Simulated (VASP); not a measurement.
## SiBiS: single point with PBE

The system is SiBiS.

```
Si Bi S
1.0
     3.39698    0.00000    0.00000
     0.00000    3.39698    0.00000
     0.00000    0.00000    5.88303
Si Bi S
1 1 1
Direct
  0.00000 0.00000 0.00000
  0.00000 0.00000 0.50000
  0.50000 0.50000 0.00000
```

The cell was generated, and may not be a known phase.

```yaml
Program: VASP 6.6.1
Task: single point
Functional: PBE
Potentials_or_basis: VASP PAW PBE potentials, release 64 (Si, Bi_d, S)
Cutoff: 520 eV
k_mesh: 14 × 14 × 8
Occupations: gaussian, width 0.1 eV
Spin: no spin polarisation
```

The pressure is -0.1 GPa and the band gap on the k mesh is zero (an odd number of electrons rules out a gap without spin polarisation).

Levels at points of the mesh, in eV from the Fermi level:
| k point | band 10 | band 11 | band 12 | band 13 | band 14 | band 15 |
| --- | --- | --- | --- | --- | --- | --- |
| (0.00, 0.00, 0.00) | -4.16 | -3.36 | 0.31 | 2.55 | 3.52 | 3.52 |
| (0.50, 0.00, 0.00) | -3.46 | -3.41 | -2.79 | 0.99 | 1.65 | 1.79 |
| (0.50, 0.50, 0.00) | -5.68 | -2.38 | -2.11 | -1.75 | -1.75 | 3.18 |
| (0.00, 0.00, 0.50) | -4.13 | -4.04 | -0.31 | 2.58 | 2.78 | 3.06 |
| (0.50, 0.00, 0.50) | -2.79 | -1.37 | -0.69 | 0.26 | 1.16 | 1.51 |
| (0.50, 0.50, 0.50) | -6.98 | -2.49 | -2.28 | -2.28 | 1.86 | 2.26 |

Wall time 4.1 min on 1 thread of Intel Xeon 8259CL, with other jobs on the host, peak memory 0.37 GiB.

Caveat: spin-orbit coupling is left out, which moves the levels of the heavy elements.
